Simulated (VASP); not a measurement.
# Sn (Fd-3m) in VASP: further runs

Sn is run at these levels: PBEsol; tasks: single point.

Program: VASP 6.6.1. These are calculated values, not measurements. Logs are shortened: lines on timing, memory, paths and dates and some standing lists are left out, and cuts for length are marked.

## Step 1: The cell of the first run

The structure is cubic, space group Fd-3m (No. 227). The conventional cell has a = 6.403 Å, b = 6.403 Å, c = 6.403 Å, α = 90.00°, β = 90.00°, γ = 90.00°. Within 3.7 Å of Sn (site symmetry -43m) lie 4 Sn at 2.77 Å.

This isn't the form of Sn at room conditions, which is tetragonal (white tin).

## Step 2: Single point, PBEsol (32.82 Å³/atom)

INCAR reads:

```
PREC     = Accurate       # precision mode
ENCUT    = 520            # plane-wave cutoff, eV
EDIFF    = 1E-7           # SCF threshold, eV
ISMEAR   = -1             # smearing method
SIGMA    = 0.05           # smearing width, eV
LREAL    = F              # projectors in reciprocal space
LASPH    = T              # aspherical terms in the spheres
NELM     = 100            # most SCF steps
ALGO     = Normal         # electronic algorithm
ISIF     = 2              # what is computed and relaxed
LWAVE    = F              # write WAVECAR
LCHARG   = T              # write CHGCAR
GGA      = PS             # functional
LELF     = T              # ELF
LVHAR    = T            
NBANDS   = 21             # bands
```

KPOINTS reads:

```
regular mesh
0
Gamma
  11 11 11
```

POSCAR reads:

```
Sn
1.0
    0.0000000000      3.2017351634      3.2017351634
    3.2017351634      0.0000000000      3.2017351634
    3.2017351634      3.2017351634      0.0000000000
Sn
2
Direct
    0.5000000000      0.5000000000      0.5000000000
    0.7500000000      0.7500000000      0.7500000000
```

Potentials or basis: VASP PAW PBE potentials, release 64 (Sn_d).

Launch:

```bash
$ cat potpaw_PBE.64/Sn_d/POTCAR > POTCAR
$ mpirun -np 1 vasp_std > vasp.out
```

OUTCAR:

```text
PREC = Accurate
   ENCUT = 520
   EDIFF = 1E-7
   ISMEAR = -1
   LREAL = F
   LASPH = T
   NELM = 100
   ISIF = 2
   GGA = PS

 ion  position               nearest neighbor table
   1  0.500  0.500  0.500-   2 2.77   2 2.77   2 2.77   2 2.77
   2  0.750  0.750  0.750-   1 2.77   1 2.77   1 2.77   1 2.77

  LATTYP: Found a face centered cubic cell.
 ALAT       =     6.4034703268

  Lattice vectors:

 A1 = (   0.0000000000,   3.2017351634,   3.2017351634)
 A2 = (   3.2017351634,   0.0000000000,   3.2017351634)
 A3 = (   3.2017351634,   3.2017351634,   0.0000000000)

Analysis of symmetry for initial positions (statically):
=====================================================================
 Subroutine PRICEL returns:
 Original cell was already a primitive cell.

 Routine SETGRP: Setting up the symmetry group for a
 face centered cubic supercell.

 Subroutine GETGRP returns: Found 48 space group operations
 (whereof 24 operations were pure point group operations)
 out of a pool of 48 trial point group operations.

The static configuration has the point symmetry T_d .
 The point group associated with its full space group is O_h .

Analysis of symmetry for dynamics (positions and initial velocities):
=====================================================================
 Subroutine PRICEL returns:
 Original cell was already a primitive cell.

 Routine SETGRP: Setting up the symmetry group for a
 face centered cubic supercell.

 Subroutine GETGRP returns: Found 48 space group operations
 (whereof 24 operations were pure point group operations)
 out of a pool of 48 trial point group operations.

The dynamic configuration has the point symmetry T_d .
 The point group associated with its full space group is O_h .

 Subroutine INISYM returns: Found 48 space group operations
 (whereof 24 operations are pure point group operations),
 and found     1 'primitive' translations

----------------------------------------------------------------------------------------

                                     Primitive cell

  volume of cell :      65.6427

  direct lattice vectors                    reciprocal lattice vectors
     0.000000000  3.201735163  3.201735163    -0.156165321  0.156165321  0.156165321
     3.201735163  0.000000000  3.201735163     0.156165321 -0.156165321  0.156165321
     3.201735163  3.201735163  0.000000000     0.156165321  0.156165321 -0.156165321

  length of vectors
     4.527937291  4.527937291  4.527937291     0.270486271  0.270486271  0.270486271

  position of ions in fractional coordinates (direct lattice)
     0.500000000  0.500000000  0.500000000
     0.750000000  0.750000000  0.750000000

  ion indices of the primitive-cell ions
   primitive index   ion index
                 1           1
                 2           2

----------------------------------------------------------------------------------------

 KPOINTS: regular mesh

Automatic generation of k-mesh.
 Grid dimensions read from file:
 generate k-points for:   11   11   11

 Generating k-lattice:

  Cartesian coordinates                     Fractional coordinates (reciprocal lattice)
    -0.014196847  0.014196847  0.014196847     0.090909091  0.000000000  0.000000000
     0.014196847 -0.014196847  0.014196847     0.000000000  0.090909091  0.000000000
     0.014196847  0.014196847 -0.014196847     0.000000000  0.000000000  0.090909091

  Length of vectors
     0.024589661  0.024589661  0.024589661

  Shift w.r.t. Gamma in fractional coordinates (k-lattice)
     0.000000000  0.000000000  0.000000000

 Subroutine IBZKPT returns following result:
 ===========================================

 Found     56 irreducible k-points:

 Following reciprocal coordinates:
            Coordinates               Weight
  0.000000  0.000000  0.000000      1.000000
  0.090909  0.000000  0.000000      8.000000
  0.181818  0.000000  0.000000      8.000000
  0.272727  0.000000  0.000000      8.000000
  0.363636  0.000000  0.000000      8.000000
  0.454545  0.000000  0.000000      8.000000
[... 16 lines left out ...]
 -0.272727  0.181818  0.000000     24.000000
 -0.181818  0.181818  0.000000     12.000000
 [... further k-points ...]
   k-points           NKPTS =     56   k-points in BZ     NKDIM =     56   number of bands    NBANDS=     21
   number of dos      NEDOS =    301   number of ions     NIONS =      2
   total plane-waves  NPLWV =  46656
   dimension x,y,z NGX =    36 NGY =   36 NGZ =   36
   dimension x,y,z NGXF=    72 NGYF=   72 NGZF=   72
   ions per type =               2
   NGX,Y,Z   is equivalent  to a cutoff of  13.22, 13.22, 13.22 a.u.
   NGXF,Y,Z  is equivalent  to a cutoff of  26.44, 26.44, 26.44 a.u.
 SYSTEM =  unknown system
   PREC   = accura    normal or accurate (medium, high low for compatibility)
   ISTART =      0    job   : 0-new  1-cont  2-samecut
   ICHARG =      2    charge: 1-file 2-atom 10-const
   ISPIN  =      1    spin polarized calculation?
   LNONCOLLINEAR =      F non collinear calculations
   LSORBIT =      F    spin-orbit coupling
   LASPH  =      T    aspherical Exc in radial PAW
   ENCUT  =  520.0 eV  38.22 Ry    6.18 a.u.   8.42  8.42  8.42*2*pi/ulx,y,z
   NELM   =    100;   NELMIN=  2; NELMDL= -5     # of ELM steps
   EDIFF  = 0.1E-06   stopping-criterion for ELM
   LREAL  =      F    real-space projection
   EDIFFG = 0.1E-05   stopping-criterion for IOM
   NSW    =      0    number of steps for IOM
   IBRION =     -1    ionic relax: 0-MD 1-quasi-New 2-CG
   NFREE  =      0    steps in history (QN), initial steepest desc. (CG)
   ISIF   =      2    stress and relaxation
   ISYM   =      2    0-nonsym 1-usesym 2-fastsym
   POTIM  = 0.5000    time-step for ionic-motion
   TEBEG  =    0.0;   TEEND  =   0.0 temperature during run
   PSTRESS=    0.0 pullay stress
   NELECT =      28.0000    total number of electrons
   NUPDOWN=      -1.0000    fix difference up-down
   EMIN   =  10.00;   EMAX   =-10.00  energy-range for DOS
   EFERMI =   0.00;   METHOD = LEGACY
   ISMEAR =    -1;   SIGMA  =   0.05  broadening in eV -4-tet -1-fermi 0-gaus
   EFERMI_NEDOS =   21; number of points for ismear=-14 and -15
   IALGO  =     38    algorithm
   IMIX   =      4    mixing-type and parameters
     AMIX     =   0.40;   BMIX     =  1.00
     AMIX_MAG =   1.60;   BMIX_MAG =  1.00
  volume/ion in A,a.u.               =      32.82       221.49
  Fermi-wavevector in a.u.,A,eV,Ry     =   1.232344  2.328793 20.662798  1.518673
  Thomas-Fermi vector in A             =   2.367118
   LORBIT       =      0    0 simple, 1 ext, 2 COOP (PROOUT), +10 PAW based schemes
   GGA     = PS    functional components
   LHFCALC =     F    Hartree Fock is set to
   AEXX    =    0.0000 exact exchange contribution
   IVDW    =     0    specifies the selected vdW correction
   LEPSILON=     F    determine dielectric tensor
   LRPA    =     F    only Hartree local field effects (RPA)
 non-spin polarized calculation
  energy-cutoff  :      520.00
  volume of cell :       65.64
 maximum number of plane-waves:      1807
 NGX is ok and might be reduce to    36
   NGX = 17   NGY = 17   NGZ = 17

 number of electron      28.0000009 magnetization

 Free energy of the ion-electron system (eV)
  ---------------------------------------------------
  ext. energy  EPLUGINS =         0.00000000
  ---------------------------------------------------
  free energy    TOTEN  =        -8.42701314 eV

  energy without entropy =       -8.42563517  energy(sigma->0) =       -8.42632416

 E-fermi :   5.9397     XC(G=0):  -9.2426

 val. band max:        5.8313273318   @ k =   0.0909   0.0000   0.0000
 cond. band min:       5.9540166271   @ k =   0.4545   0.0000   0.0000
 fundamental gap:      0.1226892952
 Fermi energy:         5.9396534214

 k-point     1 :       0.0000    0.0000    0.0000
  band No.  band energies     occupation
      1     -15.7628      2.00000
      2     -15.7628      2.00000
      3     -15.7628      2.00000
      4     -15.6965      2.00000
      5     -15.6965      2.00000
      6     -15.3501      2.00000
[... 13 lines left out ...]
     20      13.9927      0.00000
     21      13.9928      0.00000

 k-point     2 :       0.0909    0.0000    0.0000
  band No.  band energies     occupation
      1     -15.7701      2.00000
      2     -15.7701      2.00000
      3     -15.7606      2.00000
      4     -15.6864      2.00000
      5     -15.6864      2.00000
      6     -15.3654      2.00000
[... 13 lines left out ...]
     20      13.2397      0.00000
     21      13.2397      0.00000

 k-point     3 :       0.1818    0.0000    0.0000
  band No.  band energies     occupation
      1     -15.7832      2.00000
      2     -15.7832      2.00000
      3     -15.7545      2.00000
      4     -15.6662      2.00000
      5     -15.6662      2.00000
      6     -15.3849      2.00000
[... 13 lines left out ...]
     20      12.7882      0.00000
     21      12.7882      0.00000

 k-point     4 :       0.2727    0.0000    0.0000
  band No.  band energies     occupation
      1     -15.7937      2.00000
      2     -15.7937      2.00000
      3     -15.7465      2.00000
      4     -15.6474      2.00000
      5     -15.6474      2.00000
      6     -15.4004      2.00000
[... 13 lines left out ...]
     20      12.8891      0.00000
     21      12.8891      0.00000

 k-point     5 :       0.3636    0.0000    0.0000
  band No.  band energies     occupation
      1     -15.8001      2.00000
      2     -15.8001      2.00000
      3     -15.7388      2.00000
      4     -15.6348      2.00000
      5     -15.6348      2.00000
      6     -15.4097      2.00000
[... 13 lines left out ...]
     20      13.5655      0.00000
     21      13.5655      0.00000

 k-point     6 :       0.4545    0.0000    0.0000
  band No.  band energies     occupation
      1     -15.8028      2.00000
      2     -15.8028      2.00000
      3     -15.7341      2.00000
      4     -15.6291      2.00000
      5     -15.6291      2.00000
      6     -15.4134      2.00000
[... 13 lines left out ...]
     20      14.5353      0.00000
     21      14.5353      0.00000

 k-point     7 :       0.0909    0.0909    0.0000
  band No.  band energies     occupation
      1     -15.7693      2.00000
      2     -15.7680      2.00000
      3     -15.7680      2.00000
      4     -15.6890      2.00000
      5     -15.6759      2.00000
      6     -15.3885      2.00000
[... 13 lines left out ...]
     20      12.4866      0.00000
     21      14.0851      0.00000
[... 291 lines left out ...]
      1     -15.8274      2.00000
      2     -15.8068      2.00000
      3     -15.7127      2.00000
      4     -15.6122      2.00000
      5     -15.5840      2.00000
      6     -15.4886      2.00000
[... 13 lines left out ...]
     20      15.0186      0.00000
     21      15.1950      0.00000

 k-point    21 :      -0.4545    0.1818    0.0000
  band No.  band energies     occupation
      1     -15.8326      2.00000
      2     -15.8119      2.00000
      3     -15.6960      2.00000
      4     -15.5976      2.00000
      5     -15.5957      2.00000
      6     -15.4709      2.00000
[... 13 lines left out ...]
     20      14.2561      0.00000
     21      14.3535      0.00000

 k-point    22 :      -0.3636    0.1818    0.0000
  band No.  band energies     occupation
      1     -15.8298      2.00000
      2     -15.8141      2.00000
      3     -15.6927      2.00000
      4     -15.6157      2.00000
      5     -15.5908      2.00000
      6     -15.4537      2.00000
[... 13 lines left out ...]
     20      13.1557      0.00000
     21      14.3226      0.00000

 k-point    23 :      -0.2727    0.1818    0.0000
  band No.  band energies     occupation
      1     -15.8194      2.00000
      2     -15.8123      2.00000
      3     -15.7055      2.00000
      4     -15.6350      2.00000
      5     -15.5981      2.00000
      6     -15.4513      2.00000
[... 13 lines left out ...]
     20      13.5582      0.00000
     21      15.1784      0.00000

 k-point    24 :      -0.1818    0.1818    0.0000
  band No.  band energies     occupation
      1     -15.8058      2.00000
      2     -15.8033      2.00000
      3     -15.7283      2.00000
      4     -15.6498      2.00000
      5     -15.6188      2.00000
      6     -15.4347      2.00000
[... 13 lines left out ...]
     20      13.5165      0.00000
     21      13.9032      0.00000

 [... further k-points ...]

------------------------ aborting loop because EDIFF is reached ----------------------------------------

  FORCE on cell =-STRESS in cart. coord.  units (eV):
  Direction    XX          YY          ZZ          XY          YZ          ZX
  --------------------------------------------------------------------------------------
  -------------------------------------------------------------------------------------
  Total        1.2270173      1.2270173      1.2270173      0.0000000      0.0000000     -0.0000000
  in kB       29.9484993     29.9484993     29.9484993      0.0000000      0.0000000     -0.0000000
  external PRESSURE =      29.9484993 kB  Pullay stress =       0.0000000 kB

 VOLUME and BASIS-vectors are now :
 -----------------------------------------------------------------------------
  energy-cutoff  :      520.00
  volume of cell :       65.64
      direct lattice vectors                 reciprocal lattice vectors
     0.000000000  3.201735163  3.201735163    -0.156165321  0.156165321  0.156165321
     3.201735163  0.000000000  3.201735163     0.156165321 -0.156165321  0.156165321
     3.201735163  3.201735163  0.000000000     0.156165321  0.156165321 -0.156165321

 POSITION                                       TOTAL-FORCE (eV/Angst)
 -----------------------------------------------------------------------------------
      3.20174      3.20174      3.20174         0.000000      0.000000     -0.000000
      4.80260      4.80260      4.80260        -0.000000     -0.000000      0.000000
 -----------------------------------------------------------------------------------
    total drift:                                0.000000      0.000000      0.000000

  FREE ENERGIE OF THE ION-ELECTRON SYSTEM (eV)
  ---------------------------------------------------
  free  energy   TOTEN  =        -8.4270131430 eV

  energy  without entropy=       -8.4256351713  energy(sigma->0) =       -8.42632416
```

It took 38 s on 1 thread of Intel Xeon Platinum 8488C (Sapphire Rapids), shared host; peak memory 0.23 GiB.

What came out:

| Item | Value |
| --- | --- |
| Free energy | -8.4270 eV |
| Pressure | 3.0 GPa |
| Band gap on the k mesh | zero (bands 14 and 15 overlap by 0.05 eV) |

Caveat: the PAW data sets were made with another functional, which shifts forces and pressure a little; spin-orbit coupling is left out, which moves the levels of the heavy elements.

[end of part 1 of 2]
